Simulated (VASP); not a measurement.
# MnTl2Sb2 (Ibam) in VASP: a series of runs, part 2 of 2

VASP 6.6.1. Earlier steps stand in the parts before.

## 3. Single point, r2SCAN

POSCAR reads:

```
MnTl2Sb2
1.0
    0.0000000000      0.0000000000      6.3743820000
    7.1101280000      0.0000000000      0.0000000000
    3.5550640000      6.7851140000     -3.1871910000
Tl Sb Mn
4 4 2
Direct
    0.1464100000      0.1856900000      0.2928200000
    0.8535900000      0.8143100000      0.7071800000
    0.3535900000      0.4785100000      0.7071800000
    0.6464100000      0.5214900000      0.2928200000
    0.8990500000      0.2850500000      0.7981000000
    0.1009500000      0.7149500000      0.2019000000
    0.6009500000      0.0831500000      0.2019000000
    0.3990500000      0.9168500000      0.7981000000
    0.2500000000      0.0000000000      0.0000000000
    0.7500000000      0.0000000000      0.0000000000
```

INCAR.step1 reads:

```
ALGO = Normal
EDIFF = 1E-4
ENCUT = 520
GGA = PE
ISMEAR = -1
LASPH = True
LCHARG = False
LREAL = False
LWAVE = True
NBANDS = 60
NELM = 80
PREC = Accurate
SIGMA = 0.0825
```

INCAR.step2 reads:

```
ALGO = Normal
EDIFF = 1E-6
ENCUT = 520
ISIF = 2
ISMEAR = -1
ISTART = 1
LASPH = True
LCHARG = False
LMIXTAU = True
LREAL = False
LWAVE = False
METAGGA = R2SCAN
NBANDS = 60
NELM = 80
PREC = Accurate
SIGMA = 0.0825
```

KPOINTS reads:

```
k-points
0
Gamma
  3 3 3
```

Potentials or basis: VASP PAW PBE potentials, release 64 (Tl_d, Sb, Mn_pv).

On the command line:

```console
$ cat potpaw_PBE.64/Tl_d/POTCAR potpaw_PBE.64/Sb/POTCAR potpaw_PBE.64/Mn_pv/POTCAR > POTCAR
$ cp INCAR.step1 INCAR
$ mpirun -np 1 vasp_std > vasp.out
$ cp INCAR.step2 INCAR
$ mpirun -np 1 vasp_std > vasp.out
```

OUTCAR:

```text
EDIFF = 1E-6
   ENCUT = 520
   ISIF = 2
   ISMEAR = -1
   ISTART = 1
   LASPH = True
   LREAL = False
   METAGGA = R2SCAN
   NELM = 80
   PREC = Accurate

 ion  position               nearest neighbor table
   1  0.146  0.186  0.293-   7 3.41   7 3.41   8 3.43   9 3.47  10 3.47   6 3.49   5 3.52   6 3.72
                             4 3.98   4 3.98
   2  0.854  0.814  0.707-   8 3.41   8 3.41   7 3.43  10 3.47   9 3.47   5 3.49   6 3.52   5 3.72
                             3 3.98   3 3.98
   3  0.354  0.479  0.707-   5 3.41   5 3.41   6 3.43   9 3.47  10 3.47   8 3.49   7 3.52   8 3.72
                             2 3.98   2 3.98
   4  0.646  0.521  0.293-   6 3.41   6 3.41   5 3.43  10 3.47   9 3.47   7 3.49   8 3.52   7 3.72
                             1 3.98   1 3.98
   5  0.899  0.285  0.798-   9 2.48  10 2.48   3 3.41   3 3.41   4 3.43   2 3.49   1 3.52   2 3.72
[... 7 lines left out ...]
   9  0.250  0.000  0.000-   5 2.48   7 2.48   6 2.48   8 2.48   1 3.47   3 3.47   2 3.47   4 3.47

  10  0.750  0.000  0.000-   6 2.48   8 2.48   5 2.48   7 2.48   2 3.47   4 3.47   3 3.47   1 3.47

  LATTYP: Found a body centered orthorhombic cell.
 ALAT       =     6.3743820000
 B/A-ratio  =     1.1154223264
 C/A-ratio  =     2.1288695908

  Lattice vectors:

 A1 = (   3.5550640000,  -6.7851140000,   3.1871910000)
 A2 = (  -3.5550640000,  -6.7851140000,  -3.1871910000)
 A3 = (   3.5550640000,   6.7851140000,  -3.1871910000)

Analysis of symmetry for initial positions (statically):
=====================================================================
 Subroutine PRICEL returns:
 Original cell was already a primitive cell.

 Routine SETGRP: Setting up the symmetry group for a
 body centered orthorhombic supercell.

 Subroutine GETGRP returns: Found  8 space group operations
 (whereof  4 operations were pure point group operations)
 out of a pool of  8 trial point group operations.

The static configuration has the point symmetry C_2h.
 The point group associated with its full space group is D_2h.
[... 138 lines left out ...]
   METAGGA = R2SCAN    functional components
   LHFCALC =     F    Hartree Fock is set to
   AEXX    =    0.0000 exact exchange contribution
   IVDW    =     0    specifies the selected vdW correction
   LEPSILON=     F    determine dielectric tensor
   LRPA    =     F    only Hartree local field effects (RPA)
 non-spin polarized calculation
  energy-cutoff  :      520.00
  volume of cell :      307.52
 maximum number of plane-waves:      8299
   NGX = 23   NGY = 27   NGZ = 31

 number of electron      98.0000006 magnetization

 Free energy of the ion-electron system (eV)
  ---------------------------------------------------
  ext. energy  EPLUGINS =         0.00000000
  ---------------------------------------------------
  free energy    TOTEN  =      -341.96328076 eV

  energy without entropy =     -341.83029669  energy(sigma->0) =     -341.89678872

 E-fermi :   5.2042     XC(G=0):  -9.7684

 val. band max:        5.0622692762   @ k =   0.0000   0.0000   0.3333
 cond. band min:       5.2100844483   @ k =   0.3333   0.0000   0.3333
 fundamental gap:      0.1478151722
 Fermi energy:         5.2041869754

 k-point     1 :       0.0000    0.0000    0.0000
  band No.  band energies     occupation
      1     -44.3365      2.00000
      2     -44.3002      2.00000
      3     -44.1898      2.00000
      4     -44.1867      2.00000
      5     -44.1847      2.00000
      6     -44.1817      2.00000
[... 493 lines left out ...]
     59       7.8055      0.00000
     60       8.1371      0.00000

------------------------ aborting loop because EDIFF is reached ----------------------------------------

  FORCE on cell =-STRESS in cart. coord.  units (eV):
  Direction    XX          YY          ZZ          XY          YZ          ZX
  --------------------------------------------------------------------------------------
  -------------------------------------------------------------------------------------
  Total        0.2152157      0.3211881     -4.1303647      0.0000000      0.0000000      0.0000000
  in kB        1.1212742      1.6733906    -21.5192102      0.0000000      0.0000000      0.0000000
  external PRESSURE =      -6.2415151 kB  Pullay stress =       0.0000000 kB

 VOLUME and BASIS-vectors are now :
 -----------------------------------------------------------------------------
  energy-cutoff  :      520.00
  volume of cell :      307.52
      direct lattice vectors                 reciprocal lattice vectors
     0.000000000  0.000000000  6.374382000     0.000000000  0.073690729  0.156877953
     7.110128000  0.000000000  0.000000000     0.140644444 -0.073690729  0.000000000
     3.555064000  6.785114000 -3.187191000     0.000000000  0.147381459  0.000000000

 POSITION                                       TOTAL-FORCE (eV/Angst)
 -----------------------------------------------------------------------------------
      2.36127      1.98682      0.00000        -0.044810      0.014714     -0.000000
      8.30392      4.79830      3.18719         0.044810     -0.014714      0.000000
      5.91634      4.79830     -0.00000        -0.044810     -0.014714      0.000000
      4.74885      1.98682      3.18719         0.044810      0.014714     -0.000000
      4.86404      5.41520      3.18719         0.198205     -0.263911     -0.000000
      5.80115      1.36991     -0.00000        -0.198205      0.263911      0.000000
      1.30897      1.36991      3.18719         0.198205      0.263911      0.000000
      9.35622      5.41520      0.00000        -0.198205     -0.263911     -0.000000
      0.00000      0.00000      1.59360        -0.000000      0.000000      0.000000
      0.00000      0.00000      4.78079         0.000000     -0.000000     -0.000000
 -----------------------------------------------------------------------------------
    total drift:                               -0.000000     -0.000000      0.000000

  FREE ENERGIE OF THE ION-ELECTRON SYSTEM (eV)
  ---------------------------------------------------
  free  energy   TOTEN  =      -341.9632807601 eV

  energy  without entropy=     -341.8302966878  energy(sigma->0) =     -341.89678872
```

OUTCAR.step1:

```text
EDIFF = 1E-4
   ENCUT = 520
   GGA = PE
   ISMEAR = -1
   LASPH = True
   LREAL = False
[... 748 lines left out ...]
      9.35622      5.41520      0.00000        -0.372419     -0.456435     -0.000000
      0.00000      0.00000      1.59360        -0.000000      0.000000     -0.000000
      0.00000      0.00000      4.78079        -0.000000      0.000000      0.000000
 -----------------------------------------------------------------------------------
    total drift:                               -0.000000     -0.000000      0.000000

  FREE ENERGIE OF THE ION-ELECTRON SYSTEM (eV)
  ---------------------------------------------------
  free  energy   TOTEN  =       -41.2637988379 eV

  energy  without entropy=      -41.0946312864  energy(sigma->0) =      -41.17921506
```

Run time: 5.7 min. Hardware: 1 thread of Intel Xeon 6975P-C (Granite Rapids), shared host; peak memory 0.49 GiB.

What came out:

```yaml
Free_energy: -341.9633 eV
Pressure: -0.6 GPa
Largest_force: 0.330 eV/Å
Band_gap_on_the_k_mesh: zero (bands 49 and 50 overlap by 0.53 eV)
```

Forces on the atoms (eV/Å):
```
Tl  -0.045  0.015  0.000
Tl   0.045 -0.015  0.000
Tl  -0.045 -0.015  0.000
Tl   0.045  0.015  0.000
Sb   0.198 -0.264  0.000
Sb  -0.198  0.264  0.000
Sb   0.198  0.264  0.000
Sb  -0.198 -0.264  0.000
Mn   0.000  0.000  0.000
Mn   0.000  0.000  0.000
```

Levels at points of the mesh, in eV from the Fermi level:
```
           k point  band 45  band 46  band 47  band 48  band 49  band 50  band 51  band 52  band 53  band 54
(0.00, 0.00, 0.00)    -0.89    -0.89    -0.53    -0.49    -0.24    -0.19     0.03     0.50     0.59     1.77
```

Caveat: the k points lie up to 0.36 Å⁻¹ apart, too coarse for converged energies and pressures of a metal; the PAW data sets were made with another functional, which shifts forces and pressure a little; spin-orbit coupling is left out, which moves the levels of the heavy elements; the run has no spin polarisation, though such a crystal can be magnetic. Spin polarisation is off, so any magnetic state and its effect on volume and gap are missing.

## 4. Single point, r2SCAN

POSCAR is that of step 3.

INCAR.step1 reads:

```
SYSTEM = MnTl2Sb2
PREC     = Accurate       ! precision mode
ENCUT    = 520            ! plane-wave cutoff, eV
ISMEAR   = -1             ! smearing method
SIGMA    = 0.0825         ! smearing width, eV
LREAL    = .False.        ! projectors in reciprocal space
LASPH    = .True.         ! aspherical terms in the spheres
NELM     = 60             ! most SCF steps
NBANDS   = 60             ! bands
GGA      = PE             ! functional
ALGO     = Normal         ! electronic algorithm
EDIFF    = 1E-4           ! SCF threshold, eV
LWAVE    = .True.         ! write WAVECAR
LCHARG   = .False.        ! write CHGCAR
```

INCAR.step2 reads:

```
SYSTEM = MnTl2Sb2
PREC     = Accurate       ! precision mode
ENCUT    = 520            ! plane-wave cutoff, eV
EDIFF    = 1E-7           ! SCF threshold, eV
ISMEAR   = -1             ! smearing method
SIGMA    = 0.0825         ! smearing width, eV
LREAL    = .False.        ! projectors in reciprocal space
LASPH    = .True.         ! aspherical terms in the spheres
NELM     = 60             ! most SCF steps
ALGO     = Normal         ! electronic algorithm
ISIF     = 2              ! what is computed and relaxed
LWAVE    = .False.        ! write WAVECAR
LCHARG   = .True.         ! write CHGCAR
METAGGA  = R2SCAN         ! meta-GGA
LMIXTAU  = .True.       
LELF     = .True.         ! ELF
LVHAR    = .True.       
NBANDS   = 60             ! bands
ISTART   = 1
```

KPOINTS reads:

```
Automatic mesh
0
Gamma
  3 3 3
  0 0 0
```

On the command line:

```console
$ cat potpaw_PBE.64/Tl_d/POTCAR potpaw_PBE.64/Sb/POTCAR potpaw_PBE.64/Mn_pv/POTCAR > POTCAR
$ cp INCAR.step1 INCAR
$ mpirun -np 1 vasp_std > vasp.out
$ cp INCAR.step2 INCAR
$ mpirun -np 1 vasp_std > vasp.out
```

Run time: 5.8 min. Hardware: 1 thread of Intel Xeon 6975P-C (Granite Rapids), shared host; peak memory 0.51 GiB.

Results (log left out):

```
Free energy            : -341.9633 eV
Pressure               : -0.6 GPa
Largest force          : 0.330 eV/Å
Band gap on the k mesh : zero (bands 49 and 50 overlap by 0.53 eV)
```

Forces on the atoms (eV/Å):
```
Tl  -0.045  0.015  0.000
Tl   0.045 -0.015  0.000
Tl  -0.045 -0.015  0.000
Tl   0.045  0.015  0.000
Sb   0.198 -0.264  0.000
Sb  -0.198  0.264  0.000
Sb   0.198  0.264  0.000
Sb  -0.198 -0.264  0.000
Mn   0.000  0.000  0.000
Mn   0.000  0.000  0.000
```

Stress tensor (GPa, compression positive):
```
 0.12  0.00  0.00
 0.00  0.17  0.00
 0.00  0.00 -2.15
```

Levels at points of the mesh, in eV from the Fermi level:
| k point | band 46 | band 47 | band 48 | band 49 | band 50 | band 51 | band 52 | band 53 |
| --- | --- | --- | --- | --- | --- | --- | --- | --- |
| (0.00, 0.00, 0.00) | -0.89 | -0.53 | -0.49 | -0.24 | -0.19 | 0.03 | 0.50 | 0.59 |

Caveat: the k points lie up to 0.36 Å⁻¹ apart, too coarse for converged energies and pressures of a metal; the PAW data sets were made with another functional, which shifts forces and pressure a little; spin-orbit coupling is left out, which moves the levels of the heavy elements; the run has no spin polarisation, though such a crystal can be magnetic.

The gap in the log of VASP goes by the Fermi energy; the results here count the filled bands.